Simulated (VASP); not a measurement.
# Zn (P6_3/mmc) in VASP: a series of runs

The runs below take Zn through single point, with PBE.

Program: VASP 6.6.1. These are calculated values, not measurements. Logs are shortened: lines on timing, memory, paths and dates and some standing lists are left out, and cuts for length are marked.

## 1. The cell of the first run

Symmetry: P6_3/mmc, No. 194, hexagonal system. Conventional cell: a = 2.558 Å, b = 2.558 Å, c = 4.749 Å, α = 90.00°, β = 90.00°, γ = 120.00°. Within 3.4 Å of Zn (site symmetry -6m2) lie 12 Zn at 2.56 to 2.80 Å.

## 2. Single point, PBE (strain -0.040 along x and y, -0.040 along z)

Input file INCAR:

```
SYSTEM = Zn
ALGO = Fast ; EDIFF = 1E-6
ENCUT = 520 ; GGA = PE
ISIF = 2 ; ISMEAR = 0
LASPH = .True. ; LCHARG = .False.
LREAL = .False. ; LWAVE = .False.
NBANDS = 19 ; NELM = 80
PREC = Accurate ; SIGMA = 0.15
```

Input file KPOINTS:

```
k-points
0
Gamma
  24 24 10
  0 0 0
```

Input file POSCAR:

```
Zn
1.0
    2.5582061311      0.0000000000      0.0000000000
   -1.2791030655      2.2154714976      0.0000000000
    0.0000000000      0.0000000000      4.7488320000
Zn
2
Direct
    0.3333333333      0.6666666667      0.2500000000
    0.6666666667      0.3333333333      0.7500000000
```

Potentials or basis: VASP PAW PBE potentials, release 64 (Zn).

Run with:

```bash
$ cat potpaw_PBE.64/Zn/POTCAR > POTCAR
$ mpirun -np 1 vasp_std > vasp.out
```

OUTCAR:

```text
SYSTEM = Zn
   EDIFF = 1E-6
   ENCUT = 520
   GGA = PE
   ISIF = 2
   ISMEAR = 0
   LASPH = .True.
   LREAL = .False.
   NELM = 80
   PREC = Accurate

 ion  position               nearest neighbor table
   1  0.333  0.667  0.250-   2 2.80   2 2.80   2 2.80   2 2.80   2 2.80   2 2.80
   2  0.667  0.333  0.750-   1 2.80   1 2.80   1 2.80   1 2.80   1 2.80   1 2.80

  LATTYP: Found a hexagonal cell.
 ALAT       =     2.5582061311
 C/A-ratio  =     1.8563132745

  Lattice vectors:

 A1 = (   2.5582061311,   0.0000000000,   0.0000000000)
 A2 = (  -1.2791030655,   2.2154714976,   0.0000000000)
 A3 = (   0.0000000000,   0.0000000000,   4.7488320000)

Analysis of symmetry for initial positions (statically):
=====================================================================
 Subroutine PRICEL returns:
 Original cell was already a primitive cell.

 Routine SETGRP: Setting up the symmetry group for a
 hexagonal supercell.

 Subroutine GETGRP returns: Found 24 space group operations
 (whereof 12 operations were pure point group operations)
 out of a pool of 24 trial point group operations.

The static configuration has the point symmetry D_3d.
 The point group associated with its full space group is D_6h.

Analysis of symmetry for dynamics (positions and initial velocities):
=====================================================================
 Subroutine PRICEL returns:
 Original cell was already a primitive cell.

 Routine SETGRP: Setting up the symmetry group for a
 hexagonal supercell.

 Subroutine GETGRP returns: Found 24 space group operations
 (whereof 12 operations were pure point group operations)
 out of a pool of 24 trial point group operations.

The dynamic configuration has the point symmetry D_3d.
 The point group associated with its full space group is D_6h.

 Subroutine INISYM returns: Found 24 space group operations
 (whereof 12 operations are pure point group operations),
 and found     1 'primitive' translations

----------------------------------------------------------------------------------------

                                     Primitive cell

  volume of cell :      26.9146

  direct lattice vectors                    reciprocal lattice vectors
     2.558206131  0.000000000  0.000000000     0.390898915  0.225685594  0.000000000
    -1.279103065  2.215471498  0.000000000     0.000000000  0.451371187  0.000000000
     0.000000000  0.000000000  4.748832000     0.000000000  0.000000000  0.210578096

  length of vectors
     2.558206131  2.558206131  4.748832000     0.451371187  0.451371187  0.210578096

  position of ions in fractional coordinates (direct lattice)
     0.333333333  0.666666667  0.250000000
     0.666666667  0.333333333  0.750000000

  ion indices of the primitive-cell ions
   primitive index   ion index
                 1           1
                 2           2

----------------------------------------------------------------------------------------

 KPOINTS: k-points

Automatic generation of k-mesh.
 Grid dimensions read from file:
 generate k-points for:   24   24   10

 Generating k-lattice:

  Cartesian coordinates                     Fractional coordinates (reciprocal lattice)
     0.016287455  0.009403566  0.000000000     0.041666667  0.000000000  0.000000000
     0.000000000  0.018807133  0.000000000     0.000000000  0.041666667  0.000000000
     0.000000000  0.000000000  0.021057810     0.000000000  0.000000000  0.100000000

  Length of vectors
     0.018807133  0.018807133  0.021057810

  Shift w.r.t. Gamma in fractional coordinates (k-lattice)
     0.000000000  0.000000000  0.000000000

 Subroutine IBZKPT returns following result:
 ===========================================

 Found    366 irreducible k-points:

 Following reciprocal coordinates:
            Coordinates               Weight
  0.000000  0.000000  0.000000      1.000000
  0.041667  0.000000  0.000000      6.000000
  0.083333  0.000000  0.000000      6.000000
  0.125000  0.000000  0.000000      6.000000
  0.166667  0.000000  0.000000      6.000000
  0.208333  0.000000  0.000000      6.000000
[... 16 lines left out ...]
  0.416667  0.041667  0.000000     12.000000
  0.458333  0.041667  0.000000     12.000000
 [... further k-points ...]
   k-points           NKPTS =    366   k-points in BZ     NKDIM =    366   number of bands    NBANDS=     19
   number of dos      NEDOS =    301   number of ions     NIONS =      2
   total plane-waves  NPLWV =  14400
   dimension x,y,z NGX =    20 NGY =   20 NGZ =   36
   dimension x,y,z NGXF=    40 NGYF=   40 NGZF=   72
   ions per type =               2
   NGX,Y,Z   is equivalent  to a cutoff of  13.00, 13.00, 12.60 a.u.
   NGXF,Y,Z  is equivalent  to a cutoff of  25.99, 25.99, 25.21 a.u.
 SYSTEM =  Zn
   PREC   = accura    normal or accurate (medium, high low for compatibility)
   ISTART =      0    job   : 0-new  1-cont  2-samecut
   ICHARG =      2    charge: 1-file 2-atom 10-const
   ISPIN  =      1    spin polarized calculation?
   LNONCOLLINEAR =      F non collinear calculations
   LSORBIT =      F    spin-orbit coupling
   LASPH  =      T    aspherical Exc in radial PAW
   ENCUT  =  520.0 eV  38.22 Ry    6.18 a.u.   4.76  4.76  8.83*2*pi/ulx,y,z
   NELM   =     80;   NELMIN=  2; NELMDL= -5     # of ELM steps
   EDIFF  = 0.1E-05   stopping-criterion for ELM
   LREAL  =      F    real-space projection
   EDIFFG = 0.1E-04   stopping-criterion for IOM
   NSW    =      0    number of steps for IOM
   IBRION =     -1    ionic relax: 0-MD 1-quasi-New 2-CG
   NFREE  =      0    steps in history (QN), initial steepest desc. (CG)
   ISIF   =      2    stress and relaxation
   ISYM   =      2    0-nonsym 1-usesym 2-fastsym
   POTIM  = 0.5000    time-step for ionic-motion
   TEBEG  =    0.0;   TEEND  =   0.0 temperature during run
   PSTRESS=    0.0 pullay stress
   NELECT =      24.0000    total number of electrons
   NUPDOWN=      -1.0000    fix difference up-down
   EMIN   =  10.00;   EMAX   =-10.00  energy-range for DOS
   EFERMI =   0.00;   METHOD = LEGACY
   ISMEAR =     0;   SIGMA  =   0.15  broadening in eV -4-tet -1-fermi 0-gaus
   EFERMI_NEDOS =   21; number of points for ismear=-14 and -15
   IALGO  =     68    algorithm
   IMIX   =      4    mixing-type and parameters
     AMIX     =   0.40;   BMIX     =  1.00
     AMIX_MAG =   1.60;   BMIX_MAG =  1.00
  volume/ion in A,a.u.               =      13.46        90.81
  Fermi-wavevector in a.u.,A,eV,Ry     =   1.575732  2.977702 33.782340  2.482932
  Thomas-Fermi vector in A             =   2.676672
   LORBIT       =      0    0 simple, 1 ext, 2 COOP (PROOUT), +10 PAW based schemes
   GGA     = PE    functional components
   LHFCALC =     F    Hartree Fock is set to
   AEXX    =    0.0000 exact exchange contribution
   IVDW    =     0    specifies the selected vdW correction
   LEPSILON=     F    determine dielectric tensor
   LRPA    =     F    only Hartree local field effects (RPA)
 non-spin polarized calculation
 RMM-DIIS sequential band-by-band and
 Gauss-broadening in eV      SIGMA  =   0.15
  energy-cutoff  :      520.00
  volume of cell :       26.91
 maximum number of plane-waves:       744
 NGX is ok and might be reduce to    20
   NGX =  9   NGY =  9   NGZ = 17

 number of electron      23.9999995 magnetization

 Free energy of the ion-electron system (eV)
  ---------------------------------------------------
  ext. energy  EPLUGINS =         0.00000000
  ---------------------------------------------------
  free energy    TOTEN  =        -2.09659323 eV

  energy without entropy =       -2.09317517  energy(sigma->0) =       -2.09488420

 E-fermi :   4.0543     XC(G=0): -12.2064

 val. band max:        4.0282821152   @ k =   0.1250   0.0000   0.2000
 cond. band min:       4.0556452078   @ k =   0.2917   0.1250   0.0000
 fundamental gap:      0.0273630925
 Fermi energy:         4.0543317173

 k-point     1 :       0.0000    0.0000    0.0000
  band No.  band energies     occupation
      1      -7.3838      2.00000
      2      -5.1829      2.00000
      3      -4.2848      2.00000
      4      -3.9969      2.00000
      5      -3.9969      2.00000
      6      -3.9328      2.00000
[... 11 lines left out ...]
     18      24.3134      0.00000
     19      24.7833      0.00000

 k-point     2 :       0.0417    0.0000    0.0000
  band No.  band energies     occupation
      1      -7.3276      2.00000
      2      -5.1552      2.00000
      3      -4.2779      2.00000
      4      -4.0038      2.00000
      5      -3.9819      2.00000
      6      -3.9403      2.00000
[... 11 lines left out ...]
     18      23.6951      0.00000
     19      25.5159      0.00000

 k-point     3 :       0.0833    0.0000    0.0000
  band No.  band energies     occupation
      1      -7.1601      2.00000
      2      -5.0761      2.00000
      3      -4.2598      2.00000
      4      -4.0217      2.00000
      5      -3.9598      2.00000
      6      -3.9376      2.00000
[... 11 lines left out ...]
     18      23.1860      0.00000
     19      25.9057      0.00000

 k-point     4 :       0.1250    0.0000    0.0000
  band No.  band energies     occupation
      1      -6.8852      2.00000
      2      -4.9576      2.00000
      3      -4.2398      2.00000
      4      -4.0445      2.00000
      5      -3.9761      2.00000
      6      -3.8665      2.00000
[... 11 lines left out ...]
     18      22.5892      0.00000
     19      24.3135      0.00000

 k-point     5 :       0.1667    0.0000    0.0000
  band No.  band energies     occupation
      1      -6.5116      2.00000
      2      -4.8241      2.00000
      3      -4.2271      2.00000
      4      -4.0751      2.00000
      5      -3.9520      2.00000
      6      -3.8590      2.00000
[... 11 lines left out ...]
     18      21.6497      0.00000
     19      22.3589      0.00000
[... 334 lines left out ...]
      2      -4.7517      2.00000
      3      -4.4896      2.00000
      4      -3.9675      2.00000
      5      -3.9281      2.00000
      6      -3.7662      2.00000
[... 11 lines left out ...]
     18      20.7106      0.00000
     19      21.3191      0.00000

 k-point    22 :       0.3750    0.0417    0.0000
  band No.  band energies     occupation
      1      -4.8756      2.00000
      2      -4.7843      2.00000
      3      -4.5625      2.00000
      4      -3.9734      2.00000
      5      -3.8980      2.00000
      6      -3.7947      2.00000
[... 11 lines left out ...]
     18      20.4966      0.00000
     19      20.9108      0.00000

 k-point    23 :       0.4167    0.0417    0.0000
  band No.  band energies     occupation
      1      -4.8953      2.00000
      2      -4.8041      2.00000
      3      -4.6105      2.00000
      4      -4.0056      2.00000
      5      -3.8489      2.00000
      6      -3.8144      2.00000
[... 11 lines left out ...]
     18      20.3550      0.00000
     19      20.6307      0.00000

 k-point    24 :       0.4583    0.0417    0.0000
  band No.  band energies     occupation
      1      -4.9102      2.00000
      2      -4.8148      2.00000
      3      -4.6343      2.00000
      4      -4.0223      2.00000
      5      -3.8245      2.00000
      6      -3.8236      2.00000
[... 11 lines left out ...]
     18      20.2849      0.00000
     19      20.4879      0.00000

 [... further k-points ...]
[... 5 lines left out ...]
  --------------------------------------------------------------------------------------
  -------------------------------------------------------------------------------------
  Total        2.3920607      2.3920607      1.9437530      0.0000000     -0.0000000      0.0000000
  in kB      142.3948465    142.3948465    115.7079385      0.0000000     -0.0000000      0.0000000
  external PRESSURE =     133.4992105 kB  Pullay stress =       0.0000000 kB

 VOLUME and BASIS-vectors are now :
 -----------------------------------------------------------------------------
  energy-cutoff  :      520.00
  volume of cell :       26.91
      direct lattice vectors                 reciprocal lattice vectors
     2.558206131  0.000000000  0.000000000     0.390898915  0.225685594  0.000000000
    -1.279103065  2.215471498  0.000000000     0.000000000  0.451371187  0.000000000
     0.000000000  0.000000000  4.748832000     0.000000000  0.000000000  0.210578096

 POSITION                                       TOTAL-FORCE (eV/Angst)
 -----------------------------------------------------------------------------------
     -0.00000      1.47698      1.18721        -0.000000      0.000000      0.000000
      1.27910      0.73849      3.56162         0.000000     -0.000000      0.000000
 -----------------------------------------------------------------------------------
    total drift:                               -0.000000      0.000000      0.000000

  FREE ENERGIE OF THE ION-ELECTRON SYSTEM (eV)
  ---------------------------------------------------
  free  energy   TOTEN  =        -2.0965932262 eV

  energy  without entropy=       -2.0931751727  energy(sigma->0) =       -2.09488420
```

It took 60 s on 1 thread of Intel Xeon 6975P-C (Granite Rapids), shared host; peak memory 0.25 GiB.

Results:

| Quantity | Value |
| --- | --- |
| Free energy | -2.0966 eV |
| Pressure | 13.3 GPa |
| Band gap on the k mesh | zero (band 12 reaches 5.54 eV, above the bottom of band 13 at 1.11 eV) |

Caveat: the cell differs from its parent crystal (strain -0.040 along x and y, -0.040 along z).

## 3. Single point, PBE (strain -0.080 along x and y, +0.080 along z)

Input file INCAR:

```
  PREC = Accurate
  ENCUT = 520
  EDIFF = 1E-6
  ISMEAR = 0
  SIGMA = 0.15
  LREAL = False
  LASPH = True
  NELM = 60
  ALGO = Fast
  ISIF = 2
  LWAVE = False
  LCHARG = True
  GGA = PE
  LELF = True
  LVHAR = True
  NBANDS = 19
```

Input file KPOINTS:

```
Automatic mesh
0
Gamma
  24 24 10
```

Input file POSCAR:

```
Zn
1.0
    2.4516142089      0.0000000000      0.0000000000
   -1.2258071045      2.1231601852      0.0000000000
    0.0000000000      0.0000000000      5.3424360000
Zn
2
Direct
    0.3333333333      0.6666666667      0.2500000000
    0.6666666667      0.3333333333      0.7500000000
```

Potentials or basis: VASP PAW PBE potentials, release 64 (Zn).

Run with:

```bash
$ cat potpaw_PBE.64/Zn/POTCAR > POTCAR
$ mpirun -np 1 vasp_std > vasp.out
```

It took 65 s on 1 thread of Intel Xeon 6975P-C (Granite Rapids), shared host; peak memory 0.25 GiB.

The run converged. Its results:

| Item | Value |
| --- | --- |
| Free energy | -1.9661 eV |
| Pressure | 16.4 GPa |
| Band gap on the k mesh | zero (band 12 reaches 5.83 eV, above the bottom of band 13 at -0.92 eV) |

Stress tensor (GPa, compression positive):
```
22.78  0.00  0.00
 0.00 22.78  0.00
 0.00  0.00  3.72
```

Levels at points of the mesh, in eV from the Fermi level:
| k point | band 8 | band 9 | band 10 | band 11 | band 12 | band 13 | band 14 | band 15 | band 16 | band 17 |
| --- | --- | --- | --- | --- | --- | --- | --- | --- | --- | --- |
| (0.00, 0.00, 0.00) | -7.21 | -7.21 | -7.11 | -7.11 | -4.51 | -4.49 | 9.48 | 13.96 | 22.50 | 22.60 |
| (0.50, 0.00, 0.00) | -7.23 | -6.75 | -6.74 | -2.41 | -1.33 | 2.37 | 4.07 | 4.28 | 6.05 | 13.50 |
| (0.00, 0.00, 0.50) | -7.90 | -7.16 | -7.16 | -7.16 | -7.16 | 2.19 | 2.19 | 22.92 | 22.92 | 23.46 |
| (0.50, 0.00, 0.50) | -7.23 | -6.75 | -6.75 | -1.70 | -1.70 | 1.30 | 1.30 | 9.12 | 9.12 | 12.80 |

Caveat: the cell differs from its parent crystal (strain -0.080 along x and y, +0.080 along z).

## 4. Single point, PBE (strain +0.000 along x and y, -0.080 along z)

Input file INCAR:

```
SYSTEM = Zn
  PREC = Accurate
  ENCUT = 520
  EDIFF = 1E-6
  ISMEAR = 0
  SIGMA = 0.15
  LREAL = .False.
  LASPH = .True.
  NELM = 60
  ALGO = Fast
  ISIF = 2
  LWAVE = .False.
  LCHARG = .True.
  GGA = PE
  LELF = .True.
  LVHAR = .True.
  NBANDS = 19
```

Input file KPOINTS:

```
regular mesh
0
Gamma
  24 24 10
  0 0 0
```

Input file POSCAR:

```
Zn
1.0
    2.6647980532      0.0000000000      0.0000000000
   -1.3323990266      2.3077828100      0.0000000000
    0.0000000000      0.0000000000      4.5509640000
Zn
2
Direct
    0.3333333333      0.6666666667      0.2500000000
    0.6666666667      0.3333333333      0.7500000000
```

Potentials or basis: VASP PAW PBE potentials, release 64 (Zn).

Run with:

```bash
$ cat potpaw_PBE.64/Zn/POTCAR > POTCAR
$ mpirun -np 1 vasp_std > vasp.out
```

OUTCAR:

```text
SYSTEM = Zn
   PREC = Accurate
   ENCUT = 520
   EDIFF = 1E-6
   ISMEAR = 0
   LREAL = .False.
   LASPH = .True.
   NELM = 60
   ISIF = 2
   GGA = PE

 ion  position               nearest neighbor table
   1  0.333  0.667  0.250-   2 2.75   2 2.75   2 2.75   2 2.75   2 2.75   2 2.75
   2  0.667  0.333  0.750-   1 2.75   1 2.75   1 2.75   1 2.75   1 2.75   1 2.75

  LATTYP: Found a hexagonal cell.
 ALAT       =     2.6647980532
 C/A-ratio  =     1.7078082125

  Lattice vectors:

 A1 = (   2.6647980532,   0.0000000000,   0.0000000000)
 A2 = (  -1.3323990266,   2.3077828100,   0.0000000000)
[... 194 lines left out ...]
      6      -4.0587      2.00000
[... 505 lines left out ...]
      6      -3.9831      2.00000
[... 11 lines left out ...]
     18      18.2892      0.00000
     19      19.4996      0.00000

 [... further k-points ...]
[... 5 lines left out ...]
  --------------------------------------------------------------------------------------
  -------------------------------------------------------------------------------------
  Total        0.9263080      0.9263080      1.0486945      0.0000000      0.0000000      0.0000000
  in kB       53.0277720     53.0277720     60.0339513      0.0000000      0.0000000      0.0000000
  external PRESSURE =      55.3631651 kB  Pullay stress =       0.0000000 kB

 VOLUME and BASIS-vectors are now :
 -----------------------------------------------------------------------------
  energy-cutoff  :      520.00
  volume of cell :       27.99
      direct lattice vectors                 reciprocal lattice vectors
     2.664798053  0.000000000  0.000000000     0.375262958  0.216658170  0.000000000
    -1.332399027  2.307782810  0.000000000     0.000000000  0.433316340  0.000000000
     0.000000000  0.000000000  4.550964000     0.000000000  0.000000000  0.219733665

 POSITION                                       TOTAL-FORCE (eV/Angst)
 -----------------------------------------------------------------------------------
     -0.00000      1.53852      1.13774        -0.000000      0.000000      0.000000
      1.33240      0.76926      3.41322         0.000000     -0.000000      0.000000
 -----------------------------------------------------------------------------------
    total drift:                               -0.000000      0.000000      0.000000

  FREE ENERGIE OF THE ION-ELECTRON SYSTEM (eV)
  ---------------------------------------------------
  free  energy   TOTEN  =        -2.1654987176 eV

  energy  without entropy=       -2.1610578796  energy(sigma->0) =       -2.16327830
```

stdout:

```text
POSCAR found type information on POSCAR Zn
 POSCAR found :  1 types and       2 ions
 scaLAPACK will be used
 LDA part: xc-table for (Slater+PW92), standard interpolation
 POSCAR, INCAR and KPOINTS ok, starting setup
 FFT: planning ... GRIDC
 FFT: planning ... GRID_SOFT
 FFT: planning ... GRID
 WAVECAR not read
 entering main loop
WARNING in EDDRMM: call to ZHEGV failed, returncode =   8  4     14
WARNING in EDDRMM: call to ZHEGV failed, returncode =   8  4     18
WARNING in EDDRMM: call to ZHEGV failed, returncode =   6  3     18
WARNING in EDDRMM: call to ZHEGV failed, returncode =   8  4     18
```

Wall time 58 s (1 thread of Intel Xeon 6975P-C (Granite Rapids), shared host); peak memory 0.26 GiB.

What came out:

* Free energy: -2.1655 eV
* Pressure: 5.5 GPa
* Band gap on the k mesh: zero (band 12 reaches 5.56 eV, above the bottom of band 13 at 1.82 eV)

Caveat: the cell differs from its parent crystal (strain +0.000 along x and y, -0.080 along z).

## 5. Overview

```csv
cell,gap on the mesh (eV),pressure (GPa)
"a = 2.558, b = 2.558, c = 4.749 Å, angles 90.0, 90.0, 120.0°, 2 atoms",none,13.3
"a = 2.452, b = 2.452, c = 5.342 Å, angles 90.0, 90.0, 120.0°, 2 atoms",none,16.4
"a = 2.665, b = 2.665, c = 4.551 Å, angles 90.0, 90.0, 120.0°, 2 atoms",none,5.5
```

Alike in all rows: task single point; level PBE; potentials or basis VASP PAW PBE potentials, release 64 (Zn); no spin polarisation; k mesh 24 × 24 × 10; cutoff (eV) 520; smearing gaussian 0.15 eV.

Total energies depend on the potentials used, so only differences within one code and one set of settings carry meaning.
